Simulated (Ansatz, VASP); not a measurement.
## Two plane-wave programs on BN

```
B N
1.0
     4.32320    0.00000    0.00000
     0.00000    4.32320    0.00000
     0.00000    0.00000    2.39620
B N
4 4
Direct
  0.17428 0.82572 0.50000
  0.32572 0.32572 0.00000
  0.67428 0.67428 0.00000
  0.82572 0.17428 0.50000
  0.81261 0.81261 0.50000
  0.31261 0.68739 0.00000
  0.68739 0.31261 0.00000
  0.18739 0.18739 0.50000
```

Alike in both runs: task single point; functional PBE; k mesh 6 × 6 × 10; occupations gaussian, width 0.05 eV; no spin polarisation.

```csv
,VASP,Ansatz
version,VASP 6.6.1,Ansatz 0.2.0
potentials or method,"VASP PAW PBE potentials, release 64 (B, N), cutoff 520 eV","scalar-relativistic, plane waves, PAW"
valence electrons in the cell,32,32
```

```csv
,VASP,Ansatz,Ansatz less VASP
gap on the k mesh at the Fermi level (eV),4.79,4.80,+0.017
least direct gap on the mesh (eV),6.04,6.06,+0.018
rms of the force components (eV/Å),0.228,0.225,-0.0027
```

Atom by atom the forces differ by 0.003 eV/Å (rms over components). With one functional, cell and mesh, what is left measures potentials, basis and numerics.
